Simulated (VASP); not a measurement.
# AlNi in VASP: a series of runs

The runs below take AlNi through single point, with PBE.

Program: VASP 6.6.1. These are calculated values, not measurements. Logs are shortened: lines on timing, memory, paths and dates and some standing lists are left out, and cuts for length are marked.

## (1) The cell of the first run

It takes space group Pm-3m (No. 221, cubic). Conventional cell: a = 2.651 Å, b = 2.651 Å, c = 2.651 Å, α = 90.00°, β = 90.00°, γ = 90.00°. Al (site symmetry m-3m) has 8 Ni at 2.30 Å and 6 Al at 2.65 Å within 3.0 Å. Ni (site symmetry m-3m) has 8 Al at 2.30 Å and 6 Ni at 2.65 Å within 3.0 Å.

## (2) Single point, PBE (strain -0.080 along x and y, -0.080 along z)

INCAR

```
SYSTEM = AlNi
PREC = Accurate
ENCUT = 520
EDIFF = 1E-7
ISMEAR = 0
SIGMA = 0.15
LREAL = .FALSE.
LASPH = .TRUE.
NELM = 80
ALGO = Normal
ISIF = 2
LWAVE = .FALSE.
LCHARG = .FALSE.
GGA = PE
NBANDS = 14
```

KPOINTS

```
regular mesh
0
G
  16 16 16
  0 0 0
```

POSCAR

```
AlNi
1.0
    2.6505200000      0.0000000000      0.0000000000
    0.0000000000      2.6505200000      0.0000000000
    0.0000000000      0.0000000000      2.6505200000
Al Ni
1 1
Direct
    0.0000000000      0.0000000000      0.0000000000
    0.5000000000      0.5000000000      0.5000000000
```

Potentials or basis: VASP PAW PBE potentials, release 64 (Al, Ni).

On the command line:

```bash
cat potpaw_PBE.64/Al/POTCAR potpaw_PBE.64/Ni/POTCAR > POTCAR
mpirun -np 1 vasp_std > vasp.out
```

OUTCAR:

```text
SYSTEM = AlNi
   PREC = Accurate
   ENCUT = 520
   EDIFF = 1E-7
   ISMEAR = 0
   LREAL = .FALSE.
   LASPH = .TRUE.
   NELM = 80
   ISIF = 2
   GGA = PE

 ion  position               nearest neighbor table
   1  0.000  0.000  0.000-   2 2.30   2 2.30   2 2.30   2 2.30   2 2.30   2 2.30   2 2.30   2 2.30

   2  0.500  0.500  0.500-   1 2.30   1 2.30   1 2.30   1 2.30   1 2.30   1 2.30   1 2.30   1 2.30

  LATTYP: Found a simple cubic cell.
 ALAT       =     2.6505200000

  Lattice vectors:

 A1 = (   2.6505200000,   0.0000000000,   0.0000000000)
 A2 = (   0.0000000000,   2.6505200000,   0.0000000000)
 A3 = (   0.0000000000,   0.0000000000,   2.6505200000)

Analysis of symmetry for initial positions (statically):
=====================================================================
 Subroutine PRICEL returns:
 Original cell was already a primitive cell.

 Routine SETGRP: Setting up the symmetry group for a
 simple cubic supercell.

 Subroutine GETGRP returns: Found 48 space group operations
 (whereof 48 operations were pure point group operations)
 out of a pool of 48 trial point group operations.

The static configuration has the point symmetry O_h .

Analysis of symmetry for dynamics (positions and initial velocities):
=====================================================================
 Subroutine PRICEL returns:
 Original cell was already a primitive cell.

 Routine SETGRP: Setting up the symmetry group for a
 simple cubic supercell.

 Subroutine GETGRP returns: Found 48 space group operations
 (whereof 48 operations were pure point group operations)
 out of a pool of 48 trial point group operations.

The dynamic configuration has the point symmetry O_h .

 Subroutine INISYM returns: Found 48 space group operations
 (whereof 48 operations are pure point group operations),
 and found     1 'primitive' translations

----------------------------------------------------------------------------------------

                                     Primitive cell

  volume of cell :      18.6206

  direct lattice vectors                    reciprocal lattice vectors
     2.650520000  0.000000000  0.000000000     0.377284457  0.000000000  0.000000000
     0.000000000  2.650520000  0.000000000     0.000000000  0.377284457  0.000000000
     0.000000000  0.000000000  2.650520000     0.000000000  0.000000000  0.377284457

  length of vectors
     2.650520000  2.650520000  2.650520000     0.377284457  0.377284457  0.377284457

  position of ions in fractional coordinates (direct lattice)
     0.000000000  0.000000000  0.000000000
     0.500000000  0.500000000  0.500000000

  ion indices of the primitive-cell ions
   primitive index   ion index
                 1           1
                 2           2

----------------------------------------------------------------------------------------

 KPOINTS: regular mesh

Automatic generation of k-mesh.
 Grid dimensions read from file:
 generate k-points for:   16   16   16

 Generating k-lattice:

  Cartesian coordinates                     Fractional coordinates (reciprocal lattice)
     0.023580279  0.000000000  0.000000000     0.062500000  0.000000000  0.000000000
     0.000000000  0.023580279  0.000000000     0.000000000  0.062500000  0.000000000
     0.000000000  0.000000000  0.023580279     0.000000000  0.000000000  0.062500000

  Length of vectors
     0.023580279  0.023580279  0.023580279

  Shift w.r.t. Gamma in fractional coordinates (k-lattice)
     0.000000000  0.000000000  0.000000000

 Subroutine IBZKPT returns following result:
 ===========================================

 Found    165 irreducible k-points:

 Following reciprocal coordinates:
            Coordinates               Weight
  0.000000  0.000000  0.000000      1.000000
  0.062500  0.000000  0.000000      6.000000
  0.125000  0.000000  0.000000      6.000000
  0.187500  0.000000  0.000000      6.000000
  0.250000  0.000000  0.000000      6.000000
  0.312500  0.000000  0.000000      6.000000
[... 16 lines left out ...]
  0.437500  0.125000  0.000000     24.000000
  0.500000  0.125000  0.000000     12.000000
 [... further k-points ...]
   k-points           NKPTS =    165   k-points in BZ     NKDIM =    165   number of bands    NBANDS=     14
   number of dos      NEDOS =    301   number of ions     NIONS =      2
   total plane-waves  NPLWV =   8000
   dimension x,y,z NGX =    20 NGY =   20 NGZ =   20
   dimension x,y,z NGXF=    40 NGYF=   40 NGZF=   40
   ions per type =               1   1
   NGX,Y,Z   is equivalent  to a cutoff of  12.54, 12.54, 12.54 a.u.
   NGXF,Y,Z  is equivalent  to a cutoff of  25.09, 25.09, 25.09 a.u.
 SYSTEM =  AlNi
   PREC   = accura    normal or accurate (medium, high low for compatibility)
   ISTART =      0    job   : 0-new  1-cont  2-samecut
   ICHARG =      2    charge: 1-file 2-atom 10-const
   ISPIN  =      1    spin polarized calculation?
   LNONCOLLINEAR =      F non collinear calculations
   LSORBIT =      F    spin-orbit coupling
   LASPH  =      T    aspherical Exc in radial PAW
   ENCUT  =  520.0 eV  38.22 Ry    6.18 a.u.   4.93  4.93  4.93*2*pi/ulx,y,z
   NELM   =     80;   NELMIN=  2; NELMDL= -5     # of ELM steps
   EDIFF  = 0.1E-06   stopping-criterion for ELM
   LREAL  =      F    real-space projection
   EDIFFG = 0.1E-05   stopping-criterion for IOM
   NSW    =      0    number of steps for IOM
   IBRION =     -1    ionic relax: 0-MD 1-quasi-New 2-CG
   NFREE  =      0    steps in history (QN), initial steepest desc. (CG)
   ISIF   =      2    stress and relaxation
   ISYM   =      2    0-nonsym 1-usesym 2-fastsym
   POTIM  = 0.5000    time-step for ionic-motion
   TEBEG  =    0.0;   TEEND  =   0.0 temperature during run
   PSTRESS=    0.0 pullay stress
   NELECT =      13.0000    total number of electrons
   NUPDOWN=      -1.0000    fix difference up-down
   EMIN   =  10.00;   EMAX   =-10.00  energy-range for DOS
   EFERMI =   0.00;   METHOD = LEGACY
   ISMEAR =     0;   SIGMA  =   0.15  broadening in eV -4-tet -1-fermi 0-gaus
   EFERMI_NEDOS =   21; number of points for ismear=-14 and -15
   IALGO  =     38    algorithm
   IMIX   =      4    mixing-type and parameters
     AMIX     =   0.40;   BMIX     =  1.00
     AMIX_MAG =   1.60;   BMIX_MAG =  1.00
  volume/ion in A,a.u.               =       9.31        62.83
  Fermi-wavevector in a.u.,A,eV,Ry     =   1.452306  2.744461 28.697318  2.109193
  Thomas-Fermi vector in A             =   2.569703
   LORBIT       =      0    0 simple, 1 ext, 2 COOP (PROOUT), +10 PAW based schemes
   GGA     = PE    functional components
   LHFCALC =     F    Hartree Fock is set to
   AEXX    =    0.0000 exact exchange contribution
   IVDW    =     0    specifies the selected vdW correction
   LEPSILON=     F    determine dielectric tensor
   LRPA    =     F    only Hartree local field effects (RPA)
 non-spin polarized calculation
 Gauss-broadening in eV      SIGMA  =   0.15
  energy-cutoff  :      520.00
  volume of cell :       18.62
 maximum number of plane-waves:       520
 NGX is ok and might be reduce to    20
   NGX =  9   NGY =  9   NGZ =  9

 number of electron      12.9999976 magnetization

 Free energy of the ion-electron system (eV)
  ---------------------------------------------------
  ext. energy  EPLUGINS =         0.00000000
  ---------------------------------------------------
  free energy    TOTEN  =        -9.52473269 eV

  energy without entropy =       -9.51748989  energy(sigma->0) =       -9.52111129

 E-fermi :  13.7402     XC(G=0): -13.3109

 val. band max:       13.6913017585   @ k =   0.5000   0.4375   0.3125
 cond. band min:      13.7704663653   @ k =   0.3750   0.3125   0.1250
 fundamental gap:      0.0791646068
 Fermi energy:        13.7401581337

 k-point     1 :       0.0000    0.0000    0.0000
  band No.  band energies     occupation
      1       0.6455      2.00000
      2       9.0915      2.00000
      3       9.0915      2.00000
      4      11.6013      2.00000
      5      11.6013      2.00000
      6      11.6013      2.00000
      7      20.4410      0.00000
      8      20.4410      0.00000
      9      20.4410      0.00000
     10      22.7254      0.00000
     11      22.7254      0.00000
     12      32.5360      0.00000
     13      37.7883      0.00000
     14      37.7883      0.00000

 k-point     2 :       0.0625    0.0000    0.0000
  band No.  band energies     occupation
      1       0.7316      2.00000
      2       9.0926      2.00000
      3       9.1161      2.00000
      4      11.5579      2.00000
      5      11.5579      2.00000
      6      11.6063      2.00000
      7      19.4475      0.00000
      8      20.5535      0.00000
      9      20.5535      0.00000
     10      22.7106      0.00000
     11      23.6760      0.00000
     12      32.7781      0.00000
     13      36.7762      0.00000
     14      36.7762      0.00000

 k-point     3 :       0.1250    0.0000    0.0000
  band No.  band energies     occupation
      1       0.9884      2.00000
      2       9.0817      2.00000
      3       9.1870      2.00000
      4      11.4378      2.00000
      5      11.4378      2.00000
      6      11.6205      2.00000
      7      17.8500      0.00000
      8      20.8808      0.00000
      9      20.8808      0.00000
     10      22.6669      0.00000
     11      25.1394      0.00000
     12      33.5162      0.00000
     13      35.1546      0.00000
     14      35.1546      0.00000
[... 324 lines left out ...]
 k-point    23 :       0.4375    0.1250    0.0000
  band No.  band energies     occupation
      1       4.8335      2.00000
      2       6.8677      2.00000
      3       9.8409      2.00000
      4      10.5745      2.00000
      5      10.6878      2.00000
      6      11.5768      2.00000
      7      13.0583      2.00000
      8      21.1111      0.00000
      9      23.1185      0.00000
     10      25.0905      0.00000
     11      27.3247      0.00000
     12      28.1174      0.00000
     13      31.8152      0.00000
     14      32.7768      0.00000

 k-point    24 :       0.5000    0.1250    0.0000
  band No.  band energies     occupation
      1       5.7732      2.00000
      2       5.9265      2.00000
      3       9.8814      2.00000
      4      10.5482      2.00000
      5      10.6561      2.00000
      6      11.5822      2.00000
      7      12.9488      2.00000
      8      21.4336      0.00000
      9      22.8399      0.00000
     10      25.6201      0.00000
     11      27.2051      0.00000
     12      27.4953      0.00000
     13      31.8631      0.00000
     14      32.9752      0.00000

 [... further k-points ...]
[... 5 lines left out ...]
  --------------------------------------------------------------------------------------
  -------------------------------------------------------------------------------------
  Total        8.5587657      8.5587657      8.5587657      0.0000000     -0.0000000      0.0000000
  in kB      736.4248952    736.4248952    736.4248952      0.0000000     -0.0000000      0.0000000
  external PRESSURE =     736.4248952 kB  Pullay stress =       0.0000000 kB

 VOLUME and BASIS-vectors are now :
 -----------------------------------------------------------------------------
  energy-cutoff  :      520.00
  volume of cell :       18.62
      direct lattice vectors                 reciprocal lattice vectors
     2.650520000  0.000000000  0.000000000     0.377284457  0.000000000  0.000000000
     0.000000000  2.650520000  0.000000000     0.000000000  0.377284457  0.000000000
     0.000000000  0.000000000  2.650520000     0.000000000  0.000000000  0.377284457

 POSITION                                       TOTAL-FORCE (eV/Angst)
 -----------------------------------------------------------------------------------
      0.00000      0.00000      0.00000         0.000000      0.000000      0.000000
      1.32526      1.32526      1.32526         0.000000      0.000000      0.000000
 -----------------------------------------------------------------------------------
    total drift:                               -0.000000      0.000000     -0.000000

  FREE ENERGIE OF THE ION-ELECTRON SYSTEM (eV)
  ---------------------------------------------------
  free  energy   TOTEN  =        -9.5247326866 eV

  energy  without entropy=       -9.5174898893  energy(sigma->0) =       -9.52111129
```

Run time: 14 s. Hardware: 1 thread of Intel Xeon 6975P-C (Granite Rapids), shared host; peak memory 0.16 GiB.

What came out:

| Property | Result |
| --- | --- |
| Free energy | -9.5247 eV |
| Pressure | 73.6 GPa |

Levels at points of the mesh, in eV from the Fermi level:
| k point | band 4 | band 5 | band 6 | band 7 | band 8 | band 9 | band 10 | band 11 |
| --- | --- | --- | --- | --- | --- | --- | --- | --- |
| (0.00, 0.00, 0.00) | -2.14 | -2.14 | -2.14 | 6.70 | 6.70 | 6.70 | 8.99 | 8.99 |
| (0.50, 0.00, 0.00) | -3.11 | -3.11 | -2.01 | -0.78 | 8.47 | 11.32 | 11.32 | 13.63 |
| (0.50, 0.50, 0.00) | -3.59 | -2.93 | -2.93 | -1.38 | 2.01 | 3.81 | 15.33 | 17.27 |
| (0.50, 0.50, 0.50) | -1.33 | -1.33 | 1.78 | 1.78 | 1.78 | 5.67 | 5.67 | 5.67 |

Caveat: the cell differs from its parent crystal (strain -0.080 along x and y, -0.080 along z). Spin polarisation is off, so any magnetic state and its effect on volume and gap are missing.

## (3) Single point, PBE (strain +0.000 along x and y, +0.080 along z)

INCAR

```
SYSTEM = AlNi
PREC = Accurate ; ENCUT = 520
EDIFF = 1E-6 ; ISMEAR = 0
SIGMA = 0.15 ; LREAL = .False.
LASPH = .True. ; NELM = 80
ALGO = Normal ; ISIF = 2
LWAVE = .False. ; LCHARG = .False.
GGA = PE ; NBANDS = 14
```

KPOINTS

```
regular mesh
0
Gamma
  16 16 16
  0 0 0
```

POSCAR

```
AlNi
1.0
    2.8810000000      0.0000000000      0.0000000000
    0.0000000000      2.8810000000      0.0000000000
    0.0000000000      0.0000000000      3.1114800000
Al Ni
1 1
Direct
    0.0000000000      0.0000000000      0.0000000000
    0.5000000000      0.5000000000      0.5000000000
```

Potentials or basis: VASP PAW PBE potentials, release 64 (Al, Ni).

On the command line:

```bash
cat potpaw_PBE.64/Al/POTCAR potpaw_PBE.64/Ni/POTCAR > POTCAR
mpirun -np 1 vasp_std > vasp.out
```

Wall time 33 s (1 thread of Intel Xeon 6975P-C (Granite Rapids), shared host); peak memory 0.26 GiB.

It converged, with:

* Free energy: -10.4802 eV
* Pressure: -8.6 GPa

Stress tensor (GPa, compression positive):
```
 -7.36   0.00   0.00
  0.00  -7.36   0.00
  0.00   0.00 -11.05
```

Levels at points of the mesh, in eV from the Fermi level:
| k point | band 5 | band 6 | band 7 | band 8 | band 9 | band 10 |
| --- | --- | --- | --- | --- | --- | --- |
| (0.00, 0.00, 0.00) | -1.44 | -1.26 | 3.55 | 6.07 | 6.07 | 7.29 |
| (0.50, 0.00, 0.00) | -1.89 | -1.34 | -0.43 | 8.00 | 8.20 | 9.08 |
| (0.50, 0.50, 0.00) | -2.04 | -2.04 | -0.81 | 1.80 | 2.52 | 10.39 |
| (0.00, 0.00, 0.50) | -1.90 | -1.22 | -0.94 | 8.21 | 10.31 | 10.31 |
| (0.50, 0.00, 0.50) | -1.79 | -1.73 | -1.01 | 1.20 | 1.91 | 12.08 |
| (0.50, 0.50, 0.50) | -0.80 | 2.00 | 2.15 | 2.15 | 3.07 | 3.86 |

Caveat: the cell differs from its parent crystal (strain +0.000 along x and y, +0.080 along z). Spin polarisation is off, so any magnetic state and its effect on volume and gap are missing.
